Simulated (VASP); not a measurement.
# MnSi (P2_13) in VASP: single point with PBE

Aim: the single point of MnSi with PBE.

Everything below comes from runs of VASP 6.6.1. Logs are shortened: lines on timing, memory, paths and dates and some standing lists are left out, and cuts for length are marked.

### Step 1. The cell of the first run

Symmetry: P2_13, No. 198, cubic system. The conventional cell has a = 4.663 Å, b = 4.663 Å, c = 4.663 Å, α = 90.00°, β = 90.00°, γ = 90.00°. Mn (site symmetry 3) has 7 Si at 2.33 to 2.63 Å and 6 Mn at 2.86 Å within 3.1 Å. Si (site symmetry 3) has 7 Mn at 2.33 to 2.63 Å and 6 Si at 2.89 Å within 3.1 Å.

### Step 2. Single point, PBE, collinear spin, ferromagnetic start (12.68 Å³/atom)

File INCAR:

```
SYSTEM = MnSi
PREC = Accurate ; ENCUT = 520
EDIFF = 1E-7 ; ISMEAR = 0
SIGMA = 0.1 ; LREAL = .False.
LASPH = .True. ; NELM = 150
ALGO = Normal ; ISIF = 2
LWAVE = .False. ; LCHARG = .False.
ISPIN = 2 ; MAGMOM = 1.09 1.09 1.09 1.09 0 0 0 0
LORBIT = 11 ; LMAXMIX = 4
GGA = PE ; NBANDS = 48
```

File KPOINTS:

```
regular mesh
0
Gamma
  8 8 8
  0 0 0
```

File POSCAR:

```
MnSi
1.0
    4.6634061176      0.0000000000      0.0000000000
    0.0000000000      4.6634061176      0.0000000000
    0.0000000000      0.0000000000      4.6634061176
Mn Si
4 4
Direct
    0.1329214369      0.1329214369      0.1329214369
    0.3670785631      0.8670785631      0.6329214369
    0.6329214369      0.3670785631      0.8670785631
    0.8670785631      0.6329214369      0.3670785631
    0.8439015890      0.8439015890      0.8439015890
    0.6560984110      0.1560984110      0.3439015890
    0.3439015890      0.6560984110      0.1560984110
    0.1560984110      0.3439015890      0.6560984110
```

Potentials or basis: VASP PAW PBE potentials, release 64 (Mn_pv, Si).

On the command line:

```
$ cat potpaw_PBE.64/Mn_pv/POTCAR potpaw_PBE.64/Si/POTCAR > POTCAR
$ mpirun -np 1 vasp_std > vasp.out
```

OUTCAR:

```text
SYSTEM = MnSi
   PREC = Accurate
   ENCUT = 520
   EDIFF = 1E-7
   ISMEAR = 0
   LREAL = .False.
   LASPH = .True.
   NELM = 150
   ISIF = 2
   ISPIN = 2
   LORBIT = 11
   GGA = PE

 ion  position               nearest neighbor table
   1  0.133  0.133  0.133-   5 2.33   6 2.43   7 2.43   8 2.43   7 2.63   8 2.63   6 2.63   2 2.86
                             3 2.86   2 2.86   3 2.86   4 2.86   4 2.86
   2  0.367  0.867  0.633-   6 2.33   5 2.43   7 2.43   8 2.43   7 2.63   8 2.63   5 2.63   1 2.86
                             1 2.86   4 2.86   4 2.86   3 2.86   3 2.86
   3  0.633  0.367  0.867-   7 2.33   6 2.43   5 2.43   8 2.43   8 2.63   6 2.63   5 2.63   4 2.86
                             1 2.86   4 2.86   1 2.86   2 2.86   2 2.86
   4  0.867  0.633  0.367-   8 2.33   6 2.43   7 2.43   5 2.43   6 2.63   5 2.63   7 2.63   3 2.86
                             2 2.86   2 2.86   3 2.86   1 2.86   1 2.86
   5  0.844  0.844  0.844-   1 2.33   2 2.43   3 2.43   4 2.43   3 2.63   4 2.63   2 2.63   6 2.89
                             7 2.89   8 2.89   6 2.89   8 2.89   7 2.89
   6  0.656  0.156  0.344-   2 2.33   1 2.43   3 2.43   4 2.43   3 2.63   4 2.63   1 2.63   8 2.89
                             5 2.89   5 2.89   7 2.89   7 2.89   8 2.89
   7  0.344  0.656  0.156-   3 2.33   2 2.43   1 2.43   4 2.43   4 2.63   2 2.63   1 2.63   8 2.89
                             5 2.89   8 2.89   6 2.89   6 2.89   5 2.89
   8  0.156  0.344  0.656-   4 2.33   2 2.43   3 2.43   1 2.43   2 2.63   1 2.63   3 2.63   7 2.89
                             5 2.89   7 2.89   5 2.89   6 2.89   6 2.89

  LATTYP: Found a simple cubic cell.
 ALAT       =     4.6634061176

  Lattice vectors:

 A1 = (   4.6634061176,   0.0000000000,   0.0000000000)
 A2 = (   0.0000000000,   4.6634061176,   0.0000000000)
 A3 = (   0.0000000000,   0.0000000000,   4.6634061176)

Analysis of symmetry for initial positions (statically):
=====================================================================
 Subroutine PRICEL returns:
 Original cell was already a primitive cell.

 Routine SETGRP: Setting up the symmetry group for a
 simple cubic supercell.

 Subroutine GETGRP returns: Found 12 space group operations
 (whereof  3 operations were pure point group operations)
 out of a pool of 48 trial point group operations.

The static configuration has the point symmetry C_3 .
 The point group associated with its full space group is T   .

Analysis of symmetry for dynamics (positions and initial velocities):
=====================================================================
 Subroutine PRICEL returns:
 Original cell was already a primitive cell.

 Routine SETGRP: Setting up the symmetry group for a
 simple cubic supercell.

 Subroutine GETGRP returns: Found 12 space group operations
 (whereof  3 operations were pure point group operations)
 out of a pool of 48 trial point group operations.

The dynamic configuration has the point symmetry C_3 .
 The point group associated with its full space group is T   .

[... 177 lines left out ...]
 fundamental gap:      0.0530704826
 Fermi energy:         9.9240756714

 spin component 1

 k-point     1 :       0.0000    0.0000    0.0000
  band No.  band energies     occupation
      1     -38.5570      1.00000
      2     -38.5570      1.00000
      3     -38.5570      1.00000
      4     -38.5052      1.00000
      5     -38.5052      1.00000
      6     -38.4970      1.00000
[... 1165 lines left out ...]
     45      13.5231      0.00000
     46      14.3421      0.00000

 [... further k-points ...]

 spin component 2

 k-point     1 :       0.0000    0.0000    0.0000
  band No.  band energies     occupation
      1     -37.4943      1.00000
      2     -37.4943      1.00000
      3     -37.4943      1.00000
      4     -37.4341      1.00000
      5     -37.2720      1.00000
      6     -37.2720      1.00000
[... 1165 lines left out ...]
     45      14.0077      0.00000
     46      14.6939      0.00000

 [... further k-points ...]

 [bands above 46 left out]

------------------------ aborting loop because EDIFF is reached ----------------------------------------

  FORCE on cell =-STRESS in cart. coord.  units (eV):
  Direction    XX          YY          ZZ          XY          YZ          ZX
  --------------------------------------------------------------------------------------
  -------------------------------------------------------------------------------------
  Total      -10.0559395    -10.0559395    -10.0559395      0.0000000      0.0000000      0.0000000
  in kB     -158.8632784   -158.8632784   -158.8632784      0.0000000      0.0000000      0.0000000
  external PRESSURE =    -158.8632784 kB  Pullay stress =       0.0000000 kB

 VOLUME and BASIS-vectors are now :
 -----------------------------------------------------------------------------
  energy-cutoff  :      520.00
  volume of cell :      101.42
      direct lattice vectors                 reciprocal lattice vectors
     4.663406118  0.000000000  0.000000000     0.214435538  0.000000000  0.000000000
     0.000000000  4.663406118  0.000000000     0.000000000  0.214435538  0.000000000
     0.000000000  0.000000000  4.663406118     0.000000000  0.000000000  0.214435538

 POSITION                                       TOTAL-FORCE (eV/Angst)
 -----------------------------------------------------------------------------------
      0.61987      0.61987      0.61987         0.006785      0.006785      0.006785
      1.71184      4.04354      2.95157        -0.006785     -0.006785      0.006785
      2.95157      1.71184      4.04354         0.006785     -0.006785     -0.006785
      4.04354      2.95157      1.71184        -0.006785      0.006785     -0.006785
      3.93546      3.93546      3.93546        -0.000748     -0.000748     -0.000748
      3.05965      0.72795      1.60375         0.000748      0.000748     -0.000748
      1.60375      3.05965      0.72795        -0.000748      0.000748      0.000748
      0.72795      1.60375      3.05965         0.000748     -0.000748      0.000748
 -----------------------------------------------------------------------------------
    total drift:                               -0.000001     -0.000001     -0.000000

  FREE ENERGIE OF THE ION-ELECTRON SYSTEM (eV)
  ---------------------------------------------------
  free  energy   TOTEN  =       -60.9418987466 eV

  energy  without entropy=      -60.9211140244  energy(sigma->0) =      -60.93150639

 total charge

# of ion       s       p       d       tot
------------------------------------------
    1        0.304   6.329   5.208  11.842
    2        0.304   6.329   5.208  11.842
    3        0.304   6.329   5.208  11.842
    4        0.304   6.329   5.208  11.842
    5        0.745   0.849   0.000   1.594
    6        0.745   0.849   0.000   1.594
    7        0.745   0.849   0.000   1.594
    8        0.745   0.849   0.000   1.594
--------------------------------------------------
tot          4.200  28.713  20.832  53.744

 magnetization (x)

# of ion       s       p       d       tot
------------------------------------------
    1        0.001   0.005   1.096   1.102
    2        0.001   0.005   1.096   1.102
    3        0.001   0.005   1.096   1.102
    4        0.001   0.005   1.096   1.102
    5       -0.015  -0.043   0.000  -0.057
    6       -0.015  -0.043   0.000  -0.057
    7       -0.015  -0.043   0.000  -0.057
    8       -0.015  -0.043   0.000  -0.057
--------------------------------------------------
tot         -0.056  -0.152   4.384   4.177
```

Wall time 3.8 min (1 thread of Intel Xeon 6975P-C (Granite Rapids), shared host); peak memory 0.44 GiB.

Results:

```
Free energy                                           : -60.9419 eV
Pressure                                              : -15.9 GPa
Largest force                                         : 0.012 eV/Å
Net moment                                            : 4.06 μB per cell
Site moments                                          : Mn +1.10; Si -0.06 μB
Valence electrons inside the program's atomic spheres : Mn 11.84; Si 1.59
```

Forces in eV/Å, atoms in the order of the input:
```
Mn   0.007  0.007  0.007
Mn  -0.007 -0.007  0.007
Mn   0.007 -0.007 -0.007
Mn  -0.007  0.007 -0.007
Si  -0.001 -0.001 -0.001
Si   0.001  0.001 -0.001
Si  -0.001  0.001  0.001
Si   0.001 -0.001  0.001
```

Levels at points of the mesh, in eV from the Fermi level:
Spin up:
```csv
k point,band 33,band 34,band 35,band 36,band 37,band 38,band 39,band 40
"(0.00, 0.00, 0.00)",-0.50,-0.50,-0.46,-0.46,0.50,0.50,0.50,2.45
"(0.50, 0.00, 0.00)",-0.73,-0.73,-0.29,-0.29,0.13,0.13,1.51,1.51
"(0.50, 0.50, 0.00)",-1.08,-1.08,-0.70,-0.70,0.54,0.54,1.00,1.00
"(0.50, 0.50, 0.50)",-0.77,-0.77,-0.77,-0.77,0.41,0.41,0.41,0.41
```
Spin down:
| k point | band 29 | band 30 | band 31 | band 32 | band 33 | band 34 | band 35 | band 36 |
| --- | --- | --- | --- | --- | --- | --- | --- | --- |
| (0.00, 0.00, 0.00) | -1.26 | -1.26 | -1.26 | 0.60 | 0.60 | 0.60 | 0.92 | 0.92 |
| (0.50, 0.00, 0.00) | -1.09 | -1.09 | -0.35 | -0.35 | 0.56 | 0.56 | 0.76 | 0.76 |
| (0.50, 0.50, 0.00) | -0.58 | -0.58 | -0.44 | -0.44 | -0.26 | -0.26 | 0.56 | 0.56 |
| (0.50, 0.50, 0.50) | 0.06 | 0.06 | 0.06 | 0.06 | 0.23 | 0.23 | 0.23 | 0.23 |

Caveat: the cell stands under tension.
